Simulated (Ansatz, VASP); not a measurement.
Given: the input of a run of VASP 6.6.1 on SnSe.

File POSCAR:

```
SnSe
1.0
    4.2274104894      0.0000000000      0.0000000000
    0.0000000000      4.2274104894      0.0000000000
    0.0000000000      0.0000000000     10.8421510545
Sn Se
2 2
Direct
    0.0000000000      0.5000000000      0.6277708900
    0.5000000000      0.0000000000      0.3722291100
    0.0000000000      0.5000000000      0.3839605100
    0.5000000000      0.0000000000      0.6160394900
```

Contents of INCAR.step1:

```
SYSTEM = SnSe
PREC     = Accurate       ! precision mode
ENCUT    = 520            ! plane-wave cutoff, eV
ISMEAR   = -1             ! smearing method
SIGMA    = 0.05           ! smearing width, eV
LREAL    = .False.        ! projectors in reciprocal space
LASPH    = .True.         ! aspherical terms in the spheres
NELM     = 100            ! most SCF steps
NBANDS   = 28             ! bands
GGA      = PE             ! functional
ALGO     = Normal         ! electronic algorithm
EDIFF    = 1E-4           ! SCF threshold, eV
LWAVE    = .True.         ! write WAVECAR
LCHARG   = .False.        ! write CHGCAR
```

File INCAR.step2:

```
SYSTEM = SnSe
PREC     = Accurate       ! precision mode
ENCUT    = 520            ! plane-wave cutoff, eV
EDIFF    = 1E-6           ! SCF threshold, eV
ISMEAR   = -1             ! smearing method
SIGMA    = 0.05           ! smearing width, eV
LREAL    = .False.        ! projectors in reciprocal space
LASPH    = .True.         ! aspherical terms in the spheres
NELM     = 100            ! most SCF steps
ALGO     = Normal         ! electronic algorithm
ISIF     = 2              ! what is computed and relaxed
LWAVE    = .False.        ! write WAVECAR
LCHARG   = .False.        ! write CHGCAR
METAGGA  = R2SCAN         ! meta-GGA
LMIXTAU  = .True.       
NBANDS   = 28             ! bands
ISTART   = 1
```

Contents of KPOINTS:

```
Automatic mesh
0
Gamma
  6 6 3
  0 0 0
```

Potentials or basis: VASP PAW PBE potentials, release 64 (Sn_d, Se).

Command:

```sh
$ cat potpaw_PBE.64/Sn_d/POTCAR potpaw_PBE.64/Se/POTCAR > POTCAR
$ cp INCAR.step1 INCAR
$ mpirun -np 1 vasp_std > vasp.out
$ cp INCAR.step2 INCAR
$ mpirun -np 1 vasp_std > vasp.out
```

**Question.** Translate it to Ansatz 0.2.0. Potentials there: Ansatz PAW.

**Answer.** As run (the cutoff follows the program's own potentials):

Contents of input.yaml:

```yaml
crystal:
  lattice:
    - [4.2274104894, 0.0, 0.0]
    - [0.0, 4.2274104894, 0.0]
    - [0.0, 0.0, 10.8421510545]
  atoms:
    - { symbol: Sn, position: [0.0, 0.5, 0.62777089] }
    - { symbol: Sn, position: [0.5, 0.0, 0.37222911] }
    - { symbol: Se, position: [0.0, 0.5, 0.38396051] }
    - { symbol: Se, position: [0.5, 0.0, 0.61603949] }
hamiltonian:
  xc: r2scan
  pseudopotentials: { kind: paw }
kpoints:
  mp_grid: { grid: [6, 6, 3] }
scf:
  occupations: { method: fermi_dirac, width: 0.05 }
output:
  forces: true
  stress: true
  eigenvalues: true
```

Potentials or basis: Ansatz PAW.

Command:

```sh
$ ansatz run input.yaml --threads 2 --pin off --max-ram 5632MiB --backend cpu --events-out ev --progress --plain --runs-dir out
```

Both were run:

|  | VASP | Ansatz | Ansatz less VASP |
| --- | --- | --- | --- |
| gap on the k mesh at the Fermi level (eV) | 1.70 | 1.70 | +0.006 |
| least direct gap on the mesh (eV) | 1.72 | 1.73 | +0.007 |
| rms of the force components (eV/Å) | 0.164 | 0.156 | -0.0087 |

VASP's potentials were made for PBE, not for r2SCAN. Atom by atom the forces differ by 0.009 eV/Å (rms over components). With one functional, cell and mesh, what is left measures potentials, basis and numerics. VASP's potentials hold 40 valence electrons a cell and Ansatz's 60, so a difference there can come from the potentials and not from the codes.

Noted on Ansatz's run: odd divisions of the mesh miss points on the zone boundary, where band edges often lie, so the gap on the mesh can be too wide.
